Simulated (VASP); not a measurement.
# Al2Cu (Pmm2) in VASP: a series of runs, part 2 of 2

VASP 6.6.1. Earlier steps stand in the parts before.

## (3) Single point, PBE

This run uses another cell than the first one, of 15.05 Å³/atom, 0.874 times its volume.

File INCAR:

```
  ALGO = Fast
  EDIFF = 1E-6
  ENCUT = 520
  GGA = PE
  ISIF = 2
  ISMEAR = 0
  LASPH = True
  LCHARG = True
  LELF = True
  LREAL = False
  LVHAR = True
  LWAVE = False
  NBANDS = 16
  NELM = 100
  PREC = Accurate
  SIGMA = 0.15
```

File KPOINTS:

```
k-points
0
Gamma
  10 10 14
```

File POSCAR:

```
Al2Cu
1.0
    3.9563161217      0.0000000000      0.0000000000
    0.0000000000      3.9563161217      0.0000000000
    0.0000000000      0.0000000000      2.8847334069
Al Cu
2 1
Direct
    0.5000000000      0.0078152784      0.5000000000
    0.0000000000      0.4655437038      0.5000000000
    0.0000000000      0.0113117371      0.0000000000
```

Potentials or basis: VASP PAW PBE potentials, release 64 (Al, Cu).

Launch:

```bash
$ cat potpaw_PBE.64/Al/POTCAR potpaw_PBE.64/Cu/POTCAR > POTCAR
$ mpirun -np 1 vasp_std > vasp.out
```

OUTCAR:

```text
EDIFF = 1E-6
   ENCUT = 520
   GGA = PE
   ISIF = 2
   ISMEAR = 0
   LASPH = True
   LREAL = False
   NELM = 100
   PREC = Accurate

 ion  position               nearest neighbor table
   1  0.500  0.008  0.500-   3 2.45   3 2.45   3 2.45   3 2.45   2 2.68   2 2.68   2 2.92   2 2.92

   2  0.000  0.466  0.500-   3 2.30   3 2.30   3 2.60   3 2.60   1 2.68   1 2.68   1 2.92   1 2.92

   3  0.000  0.011  0.000-   2 2.30   2 2.30   1 2.45   1 2.45   1 2.45   1 2.45   2 2.60   2 2.60

  LATTYP: Found a simple tetragonal cell.
 ALAT       =     3.9563161217
 C/A-ratio  =     0.7291463367

  Lattice vectors:

 A1 = (   3.9563161217,   0.0000000000,   0.0000000000)
 A2 = (   0.0000000000,   3.9563161217,   0.0000000000)
 A3 = (   0.0000000000,   0.0000000000,   2.8847334069)

Analysis of symmetry for initial positions (statically):
=====================================================================
 Subroutine PRICEL returns:
 Original cell was already a primitive cell.

[... 167 lines left out ...]
  ext. energy  EPLUGINS =         0.00000000
  ---------------------------------------------------
  free energy    TOTEN  =       -10.98525292 eV

  energy without entropy =      -10.97538945  energy(sigma->0) =      -10.98032118

 E-fermi :   7.8566     XC(G=0): -10.6976

 val. band max:        7.8540964520   @ k =   0.4000   0.0000   0.2857
 cond. band min:       7.8644413253   @ k =   0.2000   0.2000   0.5000
 fundamental gap:      0.0103448734
 Fermi energy:         7.8565775036

 k-point     1 :       0.0000    0.0000    0.0000
  band No.  band energies     occupation
      1      -3.1115      2.00000
      2       2.2869      2.00000
      3       2.6239      2.00000
      4       3.3960      2.00000
      5       3.5017      2.00000
      6       3.5341      2.00000
[... 433 lines left out ...]
      3       2.4926      2.00000
      4       3.0427      2.00000
      5       3.4413      2.00000
      6       3.4944      2.00000
[... 8 lines left out ...]
     15      17.6583      0.00000
     16      19.7206      0.00000

 [... further k-points ...]
[... 5 lines left out ...]
  --------------------------------------------------------------------------------------
  -------------------------------------------------------------------------------------
  Total        3.4792623      3.8864866      2.4433688      0.0000000      0.0000000      0.0000000
  in kB      123.4554005    137.9050299     86.6985741      0.0000000      0.0000000      0.0000000
  external PRESSURE =     116.0196682 kB  Pullay stress =       0.0000000 kB

 VOLUME and BASIS-vectors are now :
 -----------------------------------------------------------------------------
  energy-cutoff  :      520.00
  volume of cell :       45.15
      direct lattice vectors                 reciprocal lattice vectors
     3.956316122  0.000000000  0.000000000     0.252760389  0.000000000  0.000000000
     0.000000000  3.956316122  0.000000000     0.000000000  0.252760389  0.000000000
     0.000000000  0.000000000  2.884733407     0.000000000  0.000000000  0.346652484

 POSITION                                       TOTAL-FORCE (eV/Angst)
 -----------------------------------------------------------------------------------
      1.97816      0.03092      1.44237         0.000000     -0.566837      0.000000
      0.00000      1.84184      1.44237         0.000000      2.208713      0.000000
      0.00000      0.04475      0.00000         0.000000     -1.641876      0.000000
 -----------------------------------------------------------------------------------
    total drift:                                0.000000      0.001502     -0.000014

  FREE ENERGIE OF THE ION-ELECTRON SYSTEM (eV)
  ---------------------------------------------------
  free  energy   TOTEN  =       -10.9852529234 eV

  energy  without entropy=      -10.9753894463  energy(sigma->0) =      -10.98032118
```

OSZICAR:

```text
N       E                     dE             d eps       ncg     rms          rms(c)
DAV:   1     0.643667865284E+02    0.64367E+02   -0.69977E+03  9272   0.114E+03
DAV:   2    -0.104895492511E+02   -0.74856E+02   -0.66611E+02  9880   0.208E+02
DAV:   3    -0.131918417513E+02   -0.27023E+01   -0.26464E+01 12472   0.440E+01
DAV:   4    -0.132512812056E+02   -0.59439E-01   -0.59414E-01 11304   0.559E+00
DAV:   5    -0.132542516074E+02   -0.29704E-02   -0.29703E-02 14432   0.139E+00    0.139E+01
RMM:   6    -0.145244523213E+02   -0.12702E+01   -0.31558E+01 11528   0.869E+01    0.114E+01
RMM:   7    -0.110277003268E+02    0.34968E+01   -0.85110E+00 10520   0.482E+01    0.126E+00
RMM:   8    -0.109933618452E+02    0.34338E-01   -0.65748E-01 10251   0.127E+01    0.128E+00
RMM:   9    -0.109854468295E+02    0.79150E-02   -0.94721E-02 11303   0.413E+00    0.439E-01
RMM:  10    -0.109852566895E+02    0.19014E-03   -0.31870E-02 12063   0.237E+00    0.288E-01
RMM:  11    -0.109849794113E+02    0.27728E-03   -0.11138E-02 12440   0.129E+00    0.133E-01
RMM:  12    -0.109851483338E+02   -0.16892E-03   -0.39755E-03 13123   0.655E-01    0.407E-02
RMM:  13    -0.109852725721E+02   -0.12424E-03   -0.10853E-03 13442   0.305E-01    0.563E-02
RMM:  14    -0.109852403604E+02    0.32212E-04   -0.27271E-04 12219   0.211E-01    0.105E-02
RMM:  15    -0.109852524751E+02   -0.12115E-04   -0.11862E-04 14703   0.864E-02    0.160E-02
RMM:  16    -0.109852529234E+02   -0.44824E-06   -0.75032E-06 11112   0.209E-02
   1 F= -.10985253E+02 E0= -.10980321E+02  d E =-.986348E-02
```

Wall time 2 min (1 thread of Intel Xeon Platinum 8559C (Emerald Rapids), shared host); peak memory 0.31 GiB.

What came out:

```yaml
Free_energy: -10.9853 eV
Pressure: 11.6 GPa
Largest_force: 2.209 eV/Å
```

Forces on the atoms (eV/Å):
```
Al   0.000 -0.567  0.000
Al   0.000  2.209  0.000
Cu   0.000 -1.642  0.000
```

Stress tensor (GPa, compression positive):
```
12.35  0.00  0.00
 0.00 13.79  0.00
 0.00  0.00  8.67
```

Caveat: forces of over 1 eV/Å act on the atoms, so gaps and moduli don't describe the material at rest.

## (4) Single point, PBE

This run uses another cell than the first one, of 15.05 Å³/atom, 0.874 times its volume.

File INCAR:

```
SYSTEM = Al2Cu
ALGO     = Fast           ! electronic algorithm
EDIFF    = 1E-7           ! SCF threshold, eV
ENCUT    = 520            ! plane-wave cutoff, eV
GGA      = PE             ! functional
ISIF     = 2              ! what is computed and relaxed
ISMEAR   = 0              ! smearing method
LASPH    = .True.         ! aspherical terms in the spheres
LCHARG   = .False.        ! write CHGCAR
LREAL    = .False.        ! projectors in reciprocal space
LWAVE    = .False.        ! write WAVECAR
NBANDS   = 16             ! bands
NELM     = 80             ! most SCF steps
PREC     = Accurate       ! precision mode
SIGMA    = 0.15           ! smearing width, eV
```

File KPOINTS:

```
k-points
0
Gamma
  10 10 14
  0 0 0
```

File POSCAR:

```
Al2Cu
1.0
    3.9563161217      0.0000000000      0.0000000000
    0.0000000000      3.9563161217      0.0000000000
    0.0000000000      0.0000000000      2.8847334069
Al Cu
2 1
Direct
    0.5000000000      0.0058614588      0.5000000000
    0.0000000000      0.4741577779      0.5000000000
    0.0000000000      0.0084838028      0.0000000000
```

Launch:

```bash
$ cat potpaw_PBE.64/Al/POTCAR potpaw_PBE.64/Cu/POTCAR > POTCAR
$ mpirun -np 1 vasp_std > vasp.out
```

It took 2.2 min on 1 thread of Intel Xeon Platinum 8559C (Emerald Rapids), shared host; peak memory 0.31 GiB.

The run converged. Its results:

| Quantity | Value |
| --- | --- |
| Free energy | -11.0705 eV |
| Pressure | 10.2 GPa |
| Largest force | 1.638 eV/Å |

Forces on the atoms (eV/Å):
```
Al   0.000 -0.423  0.000
Al   0.000  1.638  0.000
Cu   0.000 -1.214  0.000
```

Stress tensor (GPa, compression positive):
```
11.32  0.00  0.00
 0.00 12.14  0.00
 0.00  0.00  7.06
```

Levels at points of the mesh, in eV from the Fermi level:
```tsv
k point	band 5	band 6	band 7	band 8	band 9	band 10	band 11	band 12	band 13	band 14
(0.00, 0.00, 0.00)	-4.32	-4.30	-2.30	-2.24	0.52	1.07	5.58	7.00	7.06	7.20
(0.50, 0.00, 0.00)	-4.46	-4.34	-4.31	-0.79	1.85	2.14	2.57	7.08	8.83	9.13
(0.00, 0.50, 0.00)	-4.46	-4.36	-4.29	-0.89	1.92	2.09	2.61	7.04	8.90	9.21
(0.50, 0.50, 0.00)	-4.51	-4.35	-4.33	-4.31	-2.47	8.77	8.81	8.92	10.26	10.41
(0.00, 0.00, 0.50)	-4.99	-4.25	-3.25	2.66	2.66	2.82	2.88	3.07	3.18	4.47
(0.50, 0.00, 0.50)	-4.35	-4.28	-3.23	-2.68	-1.81	3.82	4.33	4.49	5.70	6.73
(0.00, 0.50, 0.50)	-4.35	-4.32	-3.23	-2.61	-1.81	3.73	4.25	4.71	5.55	6.69
(0.50, 0.50, 0.50)	-4.08	-3.77	-2.31	-2.29	-1.17	-0.90	0.11	0.12	2.41	12.90
```

Caveat: forces of over 1 eV/Å act on the atoms, so gaps and moduli don't describe the material at rest.

## (5) Summary

| cell | further INCAR settings | gap on the mesh (eV) | pressure (GPa) | largest force (eV/Å) |
| --- | --- | --- | --- | --- |
| a = 4.231, b = 4.231, c = 2.885 Å, 3 atoms | ALGO = Fast; EDIFF = 1e-06; NBANDS = 16 | none | -3.2 | 1.02 |
| a = 3.956, b = 3.956, c = 2.885 Å, 3 atoms | ALGO = Fast; EDIFF = 1e-06; NBANDS = 16 | none | 11.6 | 2.21 |
| a = 3.956, b = 3.956, c = 2.885 Å, 3 atoms | ALGO = Fast; EDIFF = 1e-07; NBANDS = 16 | none | 10.2 | 1.64 |

Some of these runs hold the atoms at other places in the same cell, which the table doesn't show; runs alike in all that it shows share one row.

Alike in all rows: task single point; level PBE; potentials or basis VASP PAW PBE potentials, release 64 (Al, Cu); no spin polarisation; k mesh 10 × 10 × 14; cutoff (eV) 520; smearing gaussian 0.15 eV.

Caveats: forces of over 1 eV/Å act on the atoms, so gaps and moduli don't describe the material at rest.

Absolute energies hang on the potentials; compare differences alone.
